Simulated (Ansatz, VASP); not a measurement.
**One calculation of ReOs, two programs**

INCAR

```
ALGO = Normal ; EDIFF = 1E-8
ENCUT = 520 ; ISIF = 2
ISMEAR = -1 ; LASPH = T
LCHARG = F ; LEFG = T
LREAL = F ; LWAVE = F
NBANDS = 14 ; NELM = 80
PREC = Accurate ; SIGMA = 0.05
```

KPOINTS

```
k-points
0
Gamma
  12 12 7
```

Contents of POSCAR:

```
ReOs
1.0
    2.7573303527      0.0000000000      0.0000000000
   -1.3786651764      2.3879181321      0.0000000000
    0.0000000000      0.0000000000      4.3824281800
Re Os
1 1
Direct
    0.5266666667      0.2633333333      0.3950000000
    0.1400000000      0.0700000000      0.1050000000
```

Input for Ansatz:

```yaml
crystal:
  lattice:
    - [2.7573303527, 0.0, 0.0]
    - [-1.3786651764, 2.3879181321, 0.0]
    - [0.0, 0.0, 4.38242818]
  atoms:
    - { symbol: Re, position: [0.5266666667, 0.2633333333, 0.395] }
    - { symbol: Os, position: [0.14, 0.07, 0.105] }
kpoints:
  mp_grid: { grid: [12, 12, 7] }
scf:
  occupations: { method: fermi_dirac, width: 0.05 }
hamiltonian:
  xc: lda
  pseudopotentials: { kind: paw }
output:
  forces: true
  stress: true
  eigenvalues: true
  efg: { contact_densities: true }
  populations: true
```

Change from the starting cell: shortest bond scaled by 0.58, PAW files.

Alike in both runs: task electric field gradients; functional LDA; k mesh 12 × 12 × 7; occupations fermi-dirac, width 0.05 eV; no spin polarisation.

```csv
,VASP,Ansatz
version,VASP 6.6.1,Ansatz 0.2.0
potentials or method,"VASP PAW LDA potentials, release 64 (Re, Os)","PAW with Ansatz's default frozen-core files, scalar-relativistic"
plane-wave cutoff (eV),520,420
valence electrons in the cell,15,31
```

Ansatz gave:

| Property | Result |
| --- | --- |
| pressure (GPa) | 359.2 |
| traceless stress, the component that is largest in VASP (GPa) | 323.29 |
| rms of the force components (eV/Å) | 57.117 |
| size of Vzz on the site where it differs most (V/Å²) | 679.3 |

Task: Which values does VASP return?

Result: Pressure (GPa): 216.6; traceless stress, the component that is largest in VASP (GPa): 149.99; rms of the force components (eV/Å): 28.846; size of Vzz on the site where it differs most (V/Å²): 926.6.

LDA's correlation is that of Perdew and Zunger in VASP and of Perdew and Wang (1992) in Ansatz. Atom by atom the forces differ by 28.328 eV/Å (rms over components). The pressures are high and differ by over a tenth, so treat them with care. VASP's potentials hold 15 valence electrons a cell and Ansatz's 31, so a difference there can come from the potentials and not from the codes.

Spin-orbit coupling is off throughout. Noted on VASP's run: the cell as given lies far from equilibrium.
